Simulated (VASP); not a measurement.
Input of a VASP 6.6.1 run:

File INCAR:

```
SYSTEM = Si13Ge3
ALGO     = Normal         ! electronic algorithm
EDIFF    = 1E-7           ! SCF threshold, eV
ENCUT    = 520            ! plane-wave cutoff, eV
GGA      = PS             ! functional
ISIF     = 2              ! what is computed and relaxed
ISMEAR   = 0              ! smearing method
LASPH    = .TRUE.         ! aspherical terms in the spheres
LCHARG   = .FALSE.        ! write CHGCAR
LREAL    = Auto         
LWAVE    = .FALSE.        ! write WAVECAR
NBANDS   = 61             ! bands
NELM     = 100            ! most SCF steps
PREC     = Accurate       ! precision mode
SIGMA    = 0.02           ! smearing width, eV
```

KPOINTS

```
k-points
0
G
  6 6 6
  0 0 0
```

The input POSCAR:

```
Si13Ge3
1.0
    0.0004347640      5.4732263997      5.4727239307
    5.4724914116      0.0011697521      5.4719889426
    5.4736611638      5.4736611638      0.0000000000
Ge Si
3 13
Direct
    0.3765194879      0.3705402310      0.3764701405
    0.3751399721      0.3749463967      0.8749568156
    0.2483991893      0.7544915350      0.2485546378
    0.3764017018      0.8763160937      0.3764091830
    0.3764017018      0.8763160937      0.8708730215
    0.8749153379      0.3749220028      0.3751999019
    0.8749153379      0.3749220028      0.8749627575
    0.8708662450      0.8763458198      0.3763939676
    0.8749383636      0.8751735604      0.8749440380
    0.2472429753      0.2473152986      0.2526559421
    0.2472429753      0.2473152986      0.7527857840
    0.2484713815      0.7541231739      0.7487027223
    0.7542047042      0.2484811834      0.2486570562
    0.7540972861      0.2485064252      0.7486981444
    0.7501216701      0.7501424422      0.2498763469
    0.7501216701      0.7501424422      0.7498595407
```

Potentials or basis: VASP PAW PBE potentials, release 64 (Ge_d, Si).

Command:

```sh
$ cat potpaw_PBE.64/Ge_d/POTCAR potpaw_PBE.64/Si/POTCAR > POTCAR
$ mpirun -np 1 vasp_std > vasp.out
```

Problem. Predict the largest force.

Solution. 0.012 eV/Å.

Problem. Estimate the pressure.

Solution. 0.1 GPa.

Problem. What does it give for the band gap on the k mesh?

Solution. 0.37 eV, direct.

Forces in eV/Å, atoms in the order of the input:
```
Ge   0.001 -0.001  0.001
Ge   0.000  0.000  0.000
Ge  -0.001  0.001  0.000
Si  -0.007 -0.004 -0.006
Si   0.004  0.007 -0.006
Si   0.001  0.000 -0.001
Si   0.000 -0.001 -0.001
Si  -0.006  0.006  0.004
Si   0.001 -0.001  0.001
Si   0.001 -0.001  0.012
Si   0.001 -0.001  0.012
Si  -0.004  0.004 -0.005
Si   0.004 -0.004 -0.003
Si   0.005 -0.005 -0.004
Si  -0.001  0.000 -0.002
Si   0.000  0.001 -0.002
```

Caveat: the PAW data sets were made with another functional, which shifts forces and pressure a little. A k mesh can miss the band edges.
